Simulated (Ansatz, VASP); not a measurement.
**One calculation of AsRu, two programs**

Contents of INCAR:

```
SYSTEM = AsRu
ALGO     = Normal         ! electronic algorithm
EDIFF    = 1E-6           ! SCF threshold, eV
ENCUT    = 500            ! plane-wave cutoff, eV
GGA      = CA             ! functional
GGA_COMPAT= .False.      
ISIF     = 2              ! what is computed and relaxed
ISMEAR   = -1             ! smearing method
LASPH    = .True.         ! aspherical terms in the spheres
LCHARG   = .True.         ! write CHGCAR
LELF     = .True.         ! ELF
LREAL    = .False.        ! projectors in reciprocal space
LVHAR    = .True.       
LWAVE    = .False.        ! write WAVECAR
NBANDS   = 27             ! bands
NELM     = 120            ! most SCF steps
PREC     = Accurate       ! precision mode
SIGMA    = 0.08           ! smearing width, eV
```

The input KPOINTS:

```
k-points
0
Gamma
  9 9 5
  0 0 0
```

File POSCAR:

```
AsRu
1.0
    2.8051648851      0.0000000000      0.0000000000
   -1.4025824425      2.4293440523      0.0000000000
    0.0000000000      0.0000000000      8.0798964365
Ru As
2 2
Direct
    0.3333333333      0.6666666667      0.0437809654
    0.6666666667      0.3333333333      0.5437809654
    0.3333333333      0.6666666667      0.3322190346
    0.6666666667      0.3333333333      0.8322190346
```

Input for Ansatz:

```yaml
crystal:
  lattice:
    - [2.8051648851, 0.0, 0.0]
    - [-1.4025824425, 2.4293440523, 0.0]
    - [0.0, 0.0, 8.0798964365]
  atoms:
    - { symbol: Ru, position: [0.3333333333, 0.6666666667, 0.0437809654] }
    - { symbol: Ru, position: [0.6666666667, 0.3333333333, 0.5437809654] }
    - { symbol: As, position: [0.3333333333, 0.6666666667, 0.3322190346] }
    - { symbol: As, position: [0.6666666667, 0.3333333333, 0.8322190346] }
kpoints:
  mp_grid: { grid: [9, 9, 5] }
scf:
  occupations: { method: fermi_dirac, width: 0.08 }
hamiltonian:
  xc: lda
  pseudopotentials: { kind: all_electron, lapw: { basis_error: 0.0005 } }
output:
  forces: true
  stress: true
  eigenvalues: true
  populations: true
```

Alike in both runs: task single point; functional LDA; k mesh 9 × 9 × 5; occupations fermi-dirac, width 0.08 eV; no spin polarisation.

|  | VASP | Ansatz |
| --- | --- | --- |
| version | VASP 6.6.1 | Ansatz 0.2.0 |
| potentials or method | VASP PAW LDA potentials, release 64 (Ru_pv, As), cutoff 500 eV | all-electron LAPW, scalar-relativistic |

```csv
,VASP,Ansatz,Ansatz less VASP
pressure (GPa),26.4,25.1,-1.34
"traceless stress, the component that is largest in VASP (GPa)",0.31,0.09,-0.220
rms of the force components (eV/Å),0.054,0.002,-0.0516
```

LDA's correlation is that of Perdew and Zunger in VASP and of Perdew and Wang (1992) in Ansatz. Atom by atom the forces differ by 0.052 eV/Å (rms over components). Ansatz ran all-electron here, and VASP with PAW potentials.
